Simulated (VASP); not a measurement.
Crystal: Ge.

```
Ge
1.0
     1.88222   -1.99702    0.00000
     1.88222    1.99702    0.00000
     0.00000    0.00000    2.68004
Ge
1
Cartesian
  0.0000 0.0000 0.0000
```

| Property | Result |
| --- | --- |
| Program | VASP 6.6.1 |
| Task | relaxation of cell and atoms |
| Functional | PBE |
| Potentials or basis | VASP PAW PBE potentials, release 64 (Ge_d) |
| Cutoff | 600 eV |
| k mesh | 20 × 20 × 20 |
| Occupations | gaussian, width 0.1 eV |
| Spin | no spin polarisation |

At the start: pressure -0.8 GPa; volume 20.15 Å³/atom.

**Question.** How do energy, volume and symmetry change on relaxing?

**Answer.** Over 19 steps the energy falls by 4.1 meV/atom and the volume is 19.95 Å³/atom (-1.0 %); space group Pm-3m (No. 221, to 0.05 Å).

The path:
```csv
step,energy change (eV),largest force (eV/Å),pressure (GPa),volume (Å³)
1,0.0000,0.0000,-0.83,20.15
2,-0.0013,0.0000,0.49,19.84
3,-0.0013,0.0000,0.23,19.86
4,-0.0013,0.0000,0.29,19.85
5,-0.0019,0.0000,0.05,19.90
6,-0.0024,0.0000,-0.15,19.96
7,-0.0027,0.0000,-0.56,20.07
8,-0.0028,0.0000,-0.34,20.01
9,-0.0028,0.0000,-0.21,20.03
10,-0.0033,0.0000,-0.42,20.02
11,-0.0035,0.0000,-0.13,19.97
12,-0.0036,0.0000,0.04,19.99
13,-0.0040,0.0000,-0.08,19.99
14,-0.0041,0.0000,-0.14,19.99
15,-0.0041,0.0000,-0.13,20.00
16,-0.0041,0.0000,-0.21,20.00
17,-0.0041,0.0000,-0.16,20.00
18,-0.0041,0.0000,0.15,19.93
19,-0.0041,0.0000,-0.05,19.95
```

Final structure:
```xyz
1
Lattice="1.9198 -1.9157 0.0000 1.9198 1.9157 0.0000 0.0000 0.0000 2.7116" Properties=species:S:1:pos:R:3 pbc="T T T"
Ge    0.0000    0.0000    0.0000
```
